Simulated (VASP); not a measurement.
## Rh: relaxation of cell and atoms with PBE

Rh:

```
Rh
1.0
     2.62965    0.00000    0.00000
    -1.31483    2.27735    0.00000
     0.00000    0.00000    2.56745
Rh
1
Cartesian
  0.0000 0.0000 0.0000
```

```yaml
Program: VASP 6.6.1
Task: relaxation of cell and atoms
Functional: PBE
Potentials_or_basis: VASP PAW PBE potentials, release 64 (Rh_pv)
Cutoff: 600 eV
k_mesh: 24 × 24 × 22
Occupations: gaussian, width 0.1 eV
Spin: no spin polarisation
Dipole_correction: no
Further_INCAR_settings: ALGO = Fast; EDIFF = 1e-06; IBRION = 2; EDIFFG = -0.01; NSW = 100; ISIF = 3
```

- Relaxed volume: 15.32 Å³/atom
- Relaxed cell: a = 2.638 Å, b = 2.638 Å, c = 2.542 Å, α = 90.00°, β = 90.00°, γ = 120.00°
- Space group after relaxing (to 0.05 Å): P6/mmm (No. 191)
- Energy gained by relaxing: 1.9 meV/atom
- Ionic steps: 3
- Pressure after relaxing: 0.0 GPa

Step by step:
| step | energy change (eV) | largest force (eV/Å) | pressure (GPa) | volume (Å³) |
| --- | --- | --- | --- | --- |
| 1 | 0.0000 | 0.0000 | -0.42 | 15.38 |
| 2 | -0.0012 | 0.0000 | 0.38 | 15.28 |
| 3 | -0.0019 | 0.0000 | -0.04 | 15.32 |

Final structure:
```
CELL_PARAMETERS angstrom
2.63778 0.00000 0.00000
-1.31889 2.28439 0.00000
0.00000 0.00000 2.54219
ATOMIC_POSITIONS crystal
Rh 0.00000 0.00000 0.00000
```

Levels at points of the mesh, in eV from the Fermi level:
| k point | band 4 | band 5 | band 6 | band 7 | band 8 | band 9 | band 10 | band 11 |
| --- | --- | --- | --- | --- | --- | --- | --- | --- |
| (0.00, 0.00, 0.00) | -7.05 | -5.12 | -2.55 | -2.55 | 0.86 | 0.86 | 16.34 | 16.53 |
| (0.50, 0.00, 0.00) | -5.51 | -4.02 | -1.35 | 0.39 | 0.94 | 1.24 | 7.82 | 14.94 |
| (0.00, 0.00, 0.50) | -4.73 | -2.11 | -2.11 | -1.02 | -1.02 | -0.25 | 6.24 | 19.58 |
| (0.50, 0.00, 0.50) | -5.46 | -4.58 | -1.87 | 1.40 | 2.12 | 6.65 | 6.79 | 15.10 |

Run time: 2.7 min on 1 thread of Intel(R) Xeon(R) Platinum 8488C (Sapphire Rapids), on a shared host, peak memory 0.27 GiB.
